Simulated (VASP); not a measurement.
# MnS (F-43m) in VASP: single point with PBE+U

Aim: the single point of MnS with PBE+U.

All numbers are computed with VASP 6.6.1; they aren't measurements. Logs are shortened: lines on timing, memory, paths and dates and some standing lists are left out, and cuts for length are marked.

## Step 1: The cell of the first run

The structure is cubic, space group F-43m (No. 216). The conventional cell has a = 5.600 Å, b = 5.600 Å, c = 5.600 Å, α = 90.00°, β = 90.00°, γ = 90.00°. Mn (site symmetry -43m) has 4 S at 2.42 Å within 3.2 Å. S (site symmetry -43m) has 4 Mn at 2.42 Å within 3.2 Å.

## Step 2: Single point, PBE+U, collinear spin, antiferromagnetic start

INCAR reads:

```
PREC     = Accurate       # precision mode
ENCUT    = 520            # plane-wave cutoff, eV
EDIFF    = 1E-6           # SCF threshold, eV
ISMEAR   = 0              # smearing method
SIGMA    = 0.05           # smearing width, eV
LREAL    = F              # projectors in reciprocal space
LASPH    = T              # aspherical terms in the spheres
NELM     = 150            # most SCF steps
ALGO     = Normal         # electronic algorithm
ISIF     = 2              # what is computed and relaxed
LWAVE    = F              # write WAVECAR
LCHARG   = F              # write CHGCAR
ISPIN    = 2              # spin polarisation
MAGMOM   = 4.79 -4.79 0 0 # initial moments
LORBIT   = 11             # projections on sites
LMAXMIX  = 4              # l up to which the mixer works
LDAU     = T              # DFT+U
LDAUTYPE = 2            
LDAUL    = 2 -1           # shell
LDAUU    = 6 0            # U, eV
LDAUJ    = 0 0          
LDAUPRINT= 1            
GGA      = PE             # functional
NBANDS   = 31             # bands
```

KPOINTS reads:

```
Automatic mesh
0
Gamma
  6 6 6
```

POSCAR reads:

```
MnS
1.0
    0.0000000000      2.8000000000      2.8000000000
    5.6000000000      2.8000000000      2.8000000000
    5.6000000000      5.6000000000      0.0000000000
Mn S
2 2
Direct
    0.0000000000      0.0000000000      0.0000000000
    0.0000000000      0.0000000000      0.5000000000
    0.7500000000      0.7500000000      0.0000000000
    0.7500000000      0.7500000000      0.5000000000
```

Potentials or basis: VASP PAW PBE potentials, release 64 (Mn_pv, S).

The run is started by

```console
> cat potpaw_PBE.64/Mn_pv/POTCAR potpaw_PBE.64/S/POTCAR > POTCAR
> mpirun -np 1 vasp_std > vasp.out
```

OUTCAR:

```text
PREC = Accurate
   ENCUT = 520
   EDIFF = 1E-6
   ISMEAR = 0
   LREAL = F
   LASPH = T
   NELM = 150
   ISIF = 2
   ISPIN = 2
   LORBIT = 11
   GGA = PE

 ion  position               nearest neighbor table
   1  0.000  0.000  0.000-   3 2.42   4 2.42   3 2.42   4 2.42
   2  0.000  0.000  0.500-   4 2.42   3 2.42   3 2.42   4 2.42
   3  0.750  0.750  0.000-   1 2.42   2 2.42   2 2.42   1 2.42
   4  0.750  0.750  0.500-   2 2.42   1 2.42   1 2.42   2 2.42

  LATTYP: Found a simple tetragonal cell.
 ALAT       =     3.9597979746
 C/A-ratio  =     1.4142135624

  Lattice vectors:

 A1 = (   0.0000000000,  -2.8000000000,   2.8000000000)
 A2 = (   0.0000000000,  -2.8000000000,  -2.8000000000)
 A3 = (   5.6000000000,   0.0000000000,   0.0000000000)

Analysis of symmetry for initial positions (statically):
=====================================================================
 Subroutine PRICEL returns following result:

  LATTYP: Found a face centered cubic cell.
 ALAT       =     5.6000000000
[... 12 lines left out ...]
 Subroutine GETGRP returns: Found  8 space group operations
 (whereof  8 operations were pure point group operations)
 out of a pool of 16 trial point group operations.

The static configuration has the point symmetry D_2d.

Analysis of symmetry for dynamics (positions and initial velocities):
=====================================================================
 Subroutine PRICEL returns following result:

  LATTYP: Found a face centered cubic cell.
 ALAT       =     5.6000000000
[... 12 lines left out ...]
 Subroutine GETGRP returns: Found  8 space group operations
 (whereof  8 operations were pure point group operations)
 out of a pool of 16 trial point group operations.

The dynamic configuration has the point symmetry D_2d.

Analysis of structural, dynamic, and magnetic symmetry:
=====================================================================
 Subroutine PRICEL returns following result:

  LATTYP: Found a face centered cubic cell.
 ALAT       =     5.6000000000
[... 12 lines left out ...]
 Subroutine GETGRP returns: Found  8 space group operations
 (whereof  8 operations were pure point group operations)
 out of a pool of 16 trial point group operations.

The overall configuration has the point symmetry D_2d.

 Subroutine INISYM returns: Found  8 space group operations
 (whereof  8 operations are pure point group operations),
 and found     2 'primitive' translations

----------------------------------------------------------------------------------------

                                     Primitive cell

  volume of cell :      43.9040

  direct lattice vectors                    reciprocal lattice vectors
    -2.800000000  2.800000000 -0.000000000    -0.178571429  0.178571429 -0.178571429
    -2.800000000  0.000000000  2.800000000    -0.178571429 -0.178571429  0.178571429
     0.000000000  2.800000000  2.800000000     0.178571429  0.178571429  0.178571429

  length of vectors
     3.959797975  3.959797975  3.959797975     0.309294787  0.309294787  0.309294787

  position of ions in fractional coordinates (direct lattice)
     0.000000000  0.000000000  0.000000000
     0.250000000  0.250000000  0.250000000

  ion indices of the primitive-cell ions
   primitive index   ion index
                 1           1
                 2           3

----------------------------------------------------------------------------------------

 KPOINTS: Automatic mesh

Automatic generation of k-mesh.
 Grid dimensions read from file:
 generate k-points for:    6    6    6

 Generating k-lattice:
[... 82 lines left out ...]
     AMIX_MAG =   1.60;   BMIX_MAG =  1.00
  volume/ion in A,a.u.               =      21.95       148.14
  Fermi-wavevector in a.u.,A,eV,Ry     =   1.238297  2.340041 20.862879  1.533378
  Thomas-Fermi vector in A             =   2.372828
   LORBIT       =     11    0 simple, 1 ext, 2 COOP (PROOUT), +10 PAW based schemes
 LDA+U is selected, type is set to LDAUTYPE =  2
   angular momentum for each species LDAUL =     2   -1
   U (eV)           for each species LDAUU =   6.0  0.0
   J (eV)           for each species LDAUJ =   0.0  0.0
   GGA     = PE    functional components
   LHFCALC =     F    Hartree Fock is set to
   AEXX    =    0.0000 exact exchange contribution
   IVDW    =     0    specifies the selected vdW correction
   LEPSILON=     F    determine dielectric tensor
   LRPA    =     F    only Hartree local field effects (RPA)
 spin polarized calculation
 Gauss-broadening in eV      SIGMA  =   0.05
  energy-cutoff  :      520.00
  volume of cell :       87.81
 maximum number of plane-waves:      2405
 NGX is ok and might be reduce to    30
   NGX = 15   NGY = 25   NGZ = 29

 number of electron      37.9999986 magnetization      -0.0000000

atom =   1  type =  1  l = 2

 onsite density matrix

spin component  1

  0.9449  0.0000  0.0000  0.0000 -0.0000
  0.0000  0.9426  0.0000 -0.0000 -0.0000
  0.0000  0.0000  0.9391  0.0000 -0.0002
  0.0000 -0.0000  0.0000  0.9449  0.0000
 -0.0000 -0.0000 -0.0002  0.0000  0.9394

spin component  2

  0.0529  0.0000  0.0000  0.0000 -0.0000
  0.0000  0.0558  0.0000 -0.0000  0.0000
  0.0000  0.0000  0.0165 -0.0000  0.0006
  0.0000 -0.0000 -0.0000  0.0529  0.0000
 -0.0000  0.0000  0.0006  0.0000  0.0158

 occupancies and eigenvectors

  o =  0.0154  v =  0.0000  0.0000  0.0000  0.0000  0.0000  0.0000  0.0000 -0.5000 -0.0000  0.8660      0.0000  0.0000  0.0000  0.0000  0.0000  0.0000  0.0000  0.0000  0.0000  0.0000
  o =  0.0169  v =  0.0000  0.0000  0.0000  0.0000  0.0000  0.0000 -0.0000  0.8660 -0.0000  0.5000      0.0000  0.0000  0.0000  0.0000  0.0000  0.0000  0.0000  0.0000  0.0000  0.0000
  o =  0.0529  v =  0.0000  0.0000  0.0000  0.0000  0.0000  1.0000  0.0000  0.0000  0.0000  0.0000      0.0000  0.0000  0.0000  0.0000  0.0000  0.0000  0.0000  0.0000  0.0000  0.0000
  o =  0.0529  v =  0.0000  0.0000  0.0000  0.0000  0.0000  0.0000 -0.0000 -0.0000  1.0000  0.0000      0.0000  0.0000  0.0000  0.0000  0.0000  0.0000  0.0000  0.0000  0.0000  0.0000
  o =  0.0558  v =  0.0000  0.0000  0.0000  0.0000  0.0000  0.0000 -1.0000  0.0000 -0.0000 -0.0000      0.0000  0.0000  0.0000  0.0000  0.0000  0.0000  0.0000  0.0000  0.0000  0.0000
  o =  0.9390  v =  0.0000 -0.0000  0.8660  0.0000  0.5000  0.0000  0.0000  0.0000  0.0000  0.0000      0.0000  0.0000  0.0000  0.0000  0.0000  0.0000  0.0000  0.0000  0.0000  0.0000
  o =  0.9395  v =  0.0000  0.0000 -0.5000 -0.0000  0.8660  0.0000  0.0000  0.0000  0.0000  0.0000      0.0000  0.0000  0.0000  0.0000  0.0000  0.0000  0.0000  0.0000  0.0000  0.0000
  o =  0.9426  v =  0.0000 -1.0000 -0.0000  0.0000  0.0000  0.0000  0.0000  0.0000  0.0000  0.0000      0.0000  0.0000  0.0000  0.0000  0.0000  0.0000  0.0000  0.0000  0.0000  0.0000
  o =  0.9449  v =  0.0000  0.0000 -0.0000  1.0000  0.0000  0.0000  0.0000  0.0000  0.0000  0.0000      0.0000  0.0000  0.0000  0.0000  0.0000  0.0000  0.0000  0.0000  0.0000  0.0000
  o =  0.9449  v =  1.0000  0.0000  0.0000  0.0000  0.0000  0.0000  0.0000  0.0000  0.0000  0.0000      0.0000  0.0000  0.0000  0.0000  0.0000  0.0000  0.0000  0.0000  0.0000  0.0000

atom =   2  type =  1  l = 2

 onsite density matrix

spin component  1

  0.0529  0.0000  0.0000  0.0000 -0.0000
  0.0000  0.0558  0.0000 -0.0000  0.0000
  0.0000  0.0000  0.0165 -0.0000  0.0006
  0.0000 -0.0000 -0.0000  0.0529  0.0000
 -0.0000  0.0000  0.0006  0.0000  0.0158

spin component  2

  0.9449  0.0000  0.0000  0.0000 -0.0000
  0.0000  0.9426  0.0000 -0.0000 -0.0000
  0.0000  0.0000  0.9391  0.0000 -0.0002
  0.0000 -0.0000  0.0000  0.9449  0.0000
 -0.0000 -0.0000 -0.0002  0.0000  0.9394

 occupancies and eigenvectors

  o =  0.0154  v =  0.0000  0.0000 -0.5000  0.0000  0.8660  0.0000  0.0000  0.0000  0.0000  0.0000      0.0000  0.0000  0.0000  0.0000  0.0000  0.0000  0.0000  0.0000  0.0000  0.0000
  o =  0.0169  v =  0.0000  0.0000  0.8660 -0.0000  0.5000  0.0000  0.0000  0.0000  0.0000  0.0000      0.0000  0.0000  0.0000  0.0000  0.0000  0.0000  0.0000  0.0000  0.0000  0.0000
  o =  0.0529  v =  0.0000 -0.0000  0.0000  1.0000 -0.0000  0.0000  0.0000  0.0000  0.0000  0.0000      0.0000  0.0000  0.0000  0.0000  0.0000  0.0000  0.0000  0.0000  0.0000  0.0000
  o =  0.0529  v =  1.0000  0.0000  0.0000  0.0000  0.0000  0.0000  0.0000  0.0000  0.0000  0.0000      0.0000  0.0000  0.0000  0.0000  0.0000  0.0000  0.0000  0.0000  0.0000  0.0000
  o =  0.0558  v =  0.0000 -1.0000 -0.0000 -0.0000  0.0000  0.0000  0.0000  0.0000  0.0000  0.0000      0.0000  0.0000  0.0000  0.0000  0.0000  0.0000  0.0000  0.0000  0.0000  0.0000
  o =  0.9390  v =  0.0000  0.0000  0.0000  0.0000  0.0000  0.0000  0.0000  0.8660  0.0000  0.5000      0.0000  0.0000  0.0000  0.0000  0.0000  0.0000  0.0000  0.0000  0.0000  0.0000
  o =  0.9395  v =  0.0000  0.0000  0.0000  0.0000  0.0000  0.0000 -0.0000 -0.5000 -0.0000  0.8660      0.0000  0.0000  0.0000  0.0000  0.0000  0.0000  0.0000  0.0000  0.0000  0.0000
  o =  0.9426  v =  0.0000  0.0000  0.0000  0.0000  0.0000  0.0000 -1.0000  0.0000  0.0000  0.0000      0.0000  0.0000  0.0000  0.0000  0.0000  0.0000  0.0000  0.0000  0.0000  0.0000
  o =  0.9449  v =  0.0000  0.0000  0.0000  0.0000  0.0000  1.0000  0.0000  0.0000  0.0000  0.0000      0.0000  0.0000  0.0000  0.0000  0.0000  0.0000  0.0000  0.0000  0.0000  0.0000
  o =  0.9449  v =  0.0000  0.0000  0.0000  0.0000  0.0000  0.0000  0.0000 -0.0000  1.0000  0.0000      0.0000  0.0000  0.0000  0.0000  0.0000  0.0000  0.0000  0.0000  0.0000  0.0000

 number of electron      37.9999986 magnetization       0.0000000

 Free energy of the ion-electron system (eV)
  ---------------------------------------------------
  ext. energy  EPLUGINS =         0.00000000
  ---------------------------------------------------
  free energy    TOTEN  =       -25.05491228 eV

  energy without entropy =      -25.05491228  energy(sigma->0) =      -25.05491228

 E-fermi :   3.3031     XC(G=0):  -9.2874

 val. band max:        3.0622129915   @ k =   0.0000   0.0000   0.0000
 cond. band min:       5.9664893521   @ k =   0.0000   0.0000   0.0000
 fundamental gap:      2.9042763606
 Fermi energy:         3.3031383670

 spin component 1

 k-point     1 :       0.0000    0.0000    0.0000
  band No.  band energies     occupation
      1     -46.3294      1.00000
      2     -46.3244      1.00000
      3     -46.3244      1.00000
      4     -41.4515      1.00000
      5     -41.4515      1.00000
      6     -41.4482      1.00000
[... 1625 lines left out ...]
     30      12.1191      0.00000
     31      12.8626      0.00000

 [... further k-points ...]
[... 5 lines left out ...]
  --------------------------------------------------------------------------------------
  -------------------------------------------------------------------------------------
  Total        2.7790664      2.9560880      2.9560880      0.0000000      0.0000000     -0.0000000
  in kB       50.7078759     53.9378776     53.9378776      0.0000000      0.0000000     -0.0000000
  external PRESSURE =      52.8612104 kB  Pullay stress =       0.0000000 kB

 VOLUME and BASIS-vectors are now :
 -----------------------------------------------------------------------------
  energy-cutoff  :      520.00
  volume of cell :       87.81
      direct lattice vectors                 reciprocal lattice vectors
     0.000000000  2.800000000  2.800000000    -0.178571429  0.178571429  0.178571429
     5.600000000  2.800000000  2.800000000     0.178571429 -0.178571429  0.178571429
     5.600000000  5.600000000  0.000000000     0.000000000  0.178571429 -0.178571429

 POSITION                                       TOTAL-FORCE (eV/Angst)
 -----------------------------------------------------------------------------------
      0.00000      0.00000      0.00000        -0.000000      0.000000      0.000000
      2.80000      2.80000      0.00000        -0.000000     -0.000000     -0.000000
      4.20000      4.20000      4.20000        -0.000000      0.000000      0.000000
      7.00000      7.00000      4.20000         0.000000      0.000000      0.000000
 -----------------------------------------------------------------------------------
    total drift:                               -0.000011      0.000009     -0.000004

  FREE ENERGIE OF THE ION-ELECTRON SYSTEM (eV)
  ---------------------------------------------------
  free  energy   TOTEN  =       -25.0549122825 eV

  energy  without entropy=      -25.0549122825  energy(sigma->0) =      -25.05491228

 total charge

# of ion       s       p       d       tot
------------------------------------------
    1        0.264   6.216   4.887  11.367
    2        0.264   6.216   4.887  11.367
    3        1.311   2.498   0.000   3.809
    4        1.311   2.498   0.000   3.809
--------------------------------------------------
tot          3.150  17.429   9.773  30.353

 magnetization (x)

# of ion       s       p       d       tot
------------------------------------------
    1        0.034   0.045   4.506   4.586
    2       -0.034  -0.045  -4.506  -4.586
    3        0.000   0.000   0.000   0.000
    4        0.000   0.000   0.000   0.000
--------------------------------------------------
tot          0.000   0.000   0.000   0.000
```

It took 7.1 min on 1 thread of AMD EPYC 7R13 (Zen 3), shared host; peak memory 0.42 GiB.

What came out:

```yaml
Free_energy: -25.0549 eV
Pressure: 5.3 GPa
Band_gap_on_the_k_mesh: 2.90 eV
Net_moment: 0.00 μB per cell
Site_moments: Mn +4.59, -4.59; S +0.00 μB
Valence_electrons_inside_the_program's_atomic_spheres: Mn 11.37; S 3.81
```

Stress tensor (GPa, compression positive):
```
5.07 0.00 0.00
0.00 5.39 0.00
0.00 0.00 5.39
```

Eigenvalues of the final occupation matrices:
```tsv
site	spin	trace	eigenvalues
site 1 d	1	4.71	0.94 0.94 0.94 0.94 0.94
site 1 d	2	0.19	0.02 0.02 0.05 0.05 0.06
site 2 d	1	0.19	0.02 0.02 0.05 0.05 0.06
site 2 d	2	4.71	0.94 0.94 0.94 0.94 0.94
```

Caveat: the cell stands under pressure. A k mesh can miss the band edges.
